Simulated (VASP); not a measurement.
Write the native input for VASP 6.6.1 that does the following.

- Task: electric field gradients
- Functional: LDA
- Potentials or basis: VASP PAW LDA potentials, release 64 (Pb_d)
- Cutoff: 520 eV
- k mesh: 14 × 14 × 8
- Occupations: fermi-dirac, width 0.08 eV
- Spin: no spin polarisation
- Dipole correction: no
- Further INCAR settings: ALGO = Normal; EDIFF = 1e-08; NBANDS = 21

The structure of Pb lies in POSCAR:

```
Pb
1.0
    3.4800006906      0.0000000000      0.0000000000
   -1.7400003453      3.0137690032      0.0000000000
    0.0000000000      0.0000000000      5.5900000000
Pb
2
Direct
    0.3333333333      0.6666666667      0.2500000000
    0.6666666667      0.3333333333      0.7500000000
```

This isn't the form of Pb at room conditions, which is fcc.

The input as run:

INCAR

```
SYSTEM = Pb
ALGO = Normal ; EDIFF = 1E-8
ENCUT = 520 ; ISIF = 2
ISMEAR = -1 ; LASPH = .True.
LCHARG = .False. ; LEFG = .True.
LREAL = .False. ; LWAVE = .False.
NBANDS = 21 ; NELM = 100
PREC = Accurate ; SIGMA = 0.08
```

KPOINTS

```
k-points
0
Gamma
  14 14 8
  0 0 0
```

Potentials or basis: VASP PAW LDA potentials, release 64 (Pb_d).

The run is started by

```console
$ cat potpaw_LDA.64/Pb_d/POTCAR > POTCAR
$ mpirun -np 1 vasp_std > vasp.out
```

Results of the run:

* Pressure: -0.6 GPa
* Band gap on the k mesh: zero (bands 14 and 15 overlap by 7.36 eV)
* Largest electric field gradient by atom: Pb -51.8 V/Å²

Caveat: without QUAD_EFG the Cq values of the log hold for a quadrupole moment of 1 mb, not for the nuclei; spin-orbit coupling is left out, which moves the levels of the heavy elements.

Run time: 66 s on 1 thread of AMD EPYC 9R45 96-Core Processor (Zen 5), on a shared host, peak memory 0.21 GiB.
